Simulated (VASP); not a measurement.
Here is a VASP 6.6.1 calculation.

Contents of INCAR:

```
ALGO = Normal ; EDIFF = 1E-6
ENCUT = 520 ; GGA = PE
ISIF = 2 ; ISMEAR = 0
LASPH = True ; LCHARG = True
LELF = True ; LREAL = False
LVHAR = True ; LWAVE = False
NBANDS = 21 ; NELM = 80
PREC = Accurate ; SIGMA = 0.15
```

KPOINTS

```
k-points
0
Gamma
  14 14 14
```

Contents of POSCAR:

```
Ge
1.0
    0.0000000000      3.0157886518      2.8381587002
    3.0157886518      0.0000000000      2.8381587002
    3.0157886518      3.0157886518      0.0000000000
Ge
2
Direct
    0.5000000000      0.5000000000      0.5000000000
    0.7500000000      0.7500000000      0.7500000000
```

Potentials or basis: VASP PAW PBE potentials, release 64 (Ge_d).

Command:

```console
$ cat potpaw_PBE.64/Ge_d/POTCAR > POTCAR
$ mpirun -np 1 vasp_std > vasp.out
```

Problem. What does it give for the band gap on the k mesh?

Solution. Zero (band 14 reaches 3.79 eV, above the bottom of band 15 at 3.57 eV).

Problem. Estimate the pressure.

Solution. -3.8 GPa.

Stress tensor (GPa, compression positive):
```
-4.89  0.00  0.00
 0.00 -4.89  0.00
 0.00  0.00 -1.56
```
